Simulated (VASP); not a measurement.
Wanted: the native input for a VASP 6.6.1 run.

| Item | Value |
| --- | --- |
| Task | single point |
| Functional | r2SCAN |
| Potentials or basis | VASP PAW PBE potentials, release 64 (Ga_d, N) |
| Cutoff | 520 eV |
| k mesh | 10 × 10 × 10 |
| Occupations | gaussian, width 0.02 eV |
| Spin | no spin polarisation |
| Dipole correction | no |
| Further INCAR settings | ALGO = Normal; EDIFF = 1e-06; NBANDS = 16 |

Crystal: GaN.

```
Ga N
1.0
     0.00000    2.27424    2.27424
     2.27424    0.00000    2.27424
     2.27424    2.27424    0.00000
Ga N
1 1
Direct
  0.00000 0.00000 0.00000
  0.75000 0.75000 0.75000
```

One way to write it, as run:

POSCAR

```
GaN
1.0
    0.0000000000      2.2742384951      2.2742384951
    2.2742384951      0.0000000000      2.2742384951
    2.2742384951      2.2742384951      0.0000000000
Ga N
1 1
Direct
    0.0000000000      0.0000000000      0.0000000000
    0.7500000000      0.7500000000      0.7500000000
```

INCAR.step1

```
ALGO = Normal ; EDIFF = 1E-4
ENCUT = 520 ; GGA = PE
ISMEAR = 0 ; LASPH = T
LCHARG = F ; LREAL = F
LWAVE = T ; NBANDS = 16
NELM = 100 ; PREC = Accurate
SIGMA = 0.02
```

INCAR.step2

```
ALGO = Normal ; EDIFF = 1E-6
ENCUT = 520 ; ISIF = 2
ISMEAR = 0 ; ISTART = 1
LASPH = T ; LCHARG = F
LMIXTAU = T ; LREAL = F
LWAVE = F ; METAGGA = R2SCAN
NBANDS = 16 ; NELM = 100
PREC = Accurate ; SIGMA = 0.02
```

KPOINTS

```
k-points
0
Gamma
  10 10 10
```

Potentials or basis: VASP PAW PBE potentials, release 64 (Ga_d, N).

Command:

```console
$ cat potpaw_PBE.64/Ga_d/POTCAR potpaw_PBE.64/N/POTCAR > POTCAR
$ cp INCAR.step1 INCAR
$ mpirun -np 1 vasp_std > vasp.out
$ cp INCAR.step2 INCAR
$ mpirun -np 1 vasp_std > vasp.out
```

Results of the run:

* Pressure: -5.2 GPa
* Band gap on the k mesh: 1.94 eV, direct

Caveat: the PAW data sets were made with another functional, which shifts forces and pressure a little.

Run time: 2.2 min on 1 thread of AMD EPYC 7R13, on a shared host, peak memory 0.12 GiB.
